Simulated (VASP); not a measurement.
Here is a VASP 6.6.1 calculation.

File POSCAR:

```
HfC
1.0
    0.0000000000      2.3250000000      2.3250000000
    2.3250000000      0.0000000000      2.3250000000
    2.3250000000      2.3250000000      0.0000000000
Hf C
1 1
Direct
    0.5000000000      0.5000000000      0.5000000000
    0.0000000000      0.0000000000      0.0000000000
```

INCAR.step1

```
SYSTEM = HfC
PREC = Accurate ; ENCUT = 520
ISMEAR = 0 ; SIGMA = 0.1
LREAL = .False. ; LASPH = .True.
NELM = 100 ; NBANDS = 14
GGA = PE ; ALGO = Normal
EDIFF = 1E-4 ; LWAVE = .True.
LCHARG = .False.
```

Contents of INCAR.step2:

```
SYSTEM = HfC
PREC = Accurate ; ENCUT = 520
EDIFF = 1E-6 ; ISMEAR = 0
SIGMA = 0.1 ; LREAL = .False.
LASPH = .True. ; NELM = 100
ALGO = Normal ; ISIF = 2
LWAVE = .False. ; LCHARG = .True.
METAGGA = R2SCAN ; LMIXTAU = .True.
LELF = .True. ; LVHAR = .True.
NBANDS = 14 ; ISTART = 1
```

Contents of KPOINTS:

```
regular mesh
0
Gamma
  8 8 8
  0 0 0
```

Potentials or basis: VASP PAW PBE potentials, release 64 (Hf_pv, C).

Run with:

```sh
$ cat potpaw_PBE.64/Hf_pv/POTCAR potpaw_PBE.64/C/POTCAR > POTCAR
$ cp INCAR.step1 INCAR
$ mpirun -np 1 vasp_std > vasp.out
$ cp INCAR.step2 INCAR
$ mpirun -np 1 vasp_std > vasp.out
```

(1) Estimate the band gap on the k mesh.

(2) Predict the pressure.

Results:

(1) zero (band 7 reaches 6.90 eV, above the bottom of band 8 at 5.55 eV).

(2) -2.5 GPa.

Caveat: the PAW data sets were made with another functional, which shifts forces and pressure a little; spin-orbit coupling is left out, which moves the levels of the heavy elements.
